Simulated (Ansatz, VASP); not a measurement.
**One calculation of Zn2Sn5N, two programs**

```
CELL_PARAMETERS angstrom
3.39151 0.00000 0.00000
-1.69576 2.93713 0.00000
0.00000 0.00000 17.41984
ATOMIC_POSITIONS crystal
Zn 0.33333 0.66667 0.05656
Zn 0.66667 0.33333 0.94344
Sn 0.66667 0.33333 0.65436
Sn 0.00000 0.00000 0.50000
Sn 0.33333 0.66667 0.34564
Sn 0.66667 0.33333 0.19165
Sn 0.33333 0.66667 0.80835
N 0.00000 0.00000 0.00000
```

Alike in both runs: functional PBE; k mesh 6 × 6 × 1; occupations gaussian, width 0.2 eV; no spin polarisation.

Ansatz relaxed the structure, and its values are those at the end. VASP's run is a single point on that final structure, the one shown.

```csv
,VASP,Ansatz
version,VASP 6.6.1,Ansatz 0.2.0
potentials or method,"VASP PAW PBE potentials, release 64 (Zn, Sn_d, N), cutoff 520 eV","scalar-relativistic, plane waves, PAW"
valence electrons in the cell,99,99
```

```tsv
	VASP	Ansatz	Ansatz less VASP
gap on the k mesh at the Fermi level (eV)	none	none	-
pressure (GPa)	0.1	0.0	-0.06
rms of the force components (eV/Å)	0.016	0.016	+0.0003
```

A gap of «none» marks a metal or a gap that the smearing closes.

The k mesh is coarse, so the values compare programs but aren't converged.
